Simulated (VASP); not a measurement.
Here is a VASP 6.6.1 calculation.

File INCAR:

```
PREC = Accurate
ENCUT = 520
EDIFF = 1E-6
ISMEAR = 1
SIGMA = 0.3
LREAL = F
LASPH = T
NELM = 100
ALGO = Normal
ISIF = 2
LWAVE = F
LCHARG = F
GGA = PS
NBANDS = 13
```

Contents of KPOINTS:

```
Automatic mesh
0
Gamma
  11 11 10
```

File POSCAR:

```
Mo
1.0
    2.7355100000      0.0000000000      0.0000000000
   -1.3677550000      2.3690210000      0.0000000000
    0.0000000000      0.0000000000      2.5551810000
Mo
1
Direct
    0.0000000000      0.0000000000      0.5000000000
```

Potentials or basis: VASP PAW PBE potentials, release 64 (Mo_sv).

Command:

```sh
$ cat potpaw_PBE.64/Mo_sv/POTCAR > POTCAR
$ mpirun -np 1 vasp_std > vasp.out
```

Problem. What does it give for the band gap on the k mesh?

Solution. Zero (band 7 reaches 12.28 eV, above the bottom of band 8 at 10.52 eV).

Problem. What does it give for the pressure?

Solution. -3.9 GPa.

Stress tensor (GPa, compression positive):
```
  0.41   0.00   0.00
  0.00   0.41   0.00
  0.00   0.00 -12.49
```

Caveat: the PAW data sets were made with another functional, which shifts forces and pressure a little.
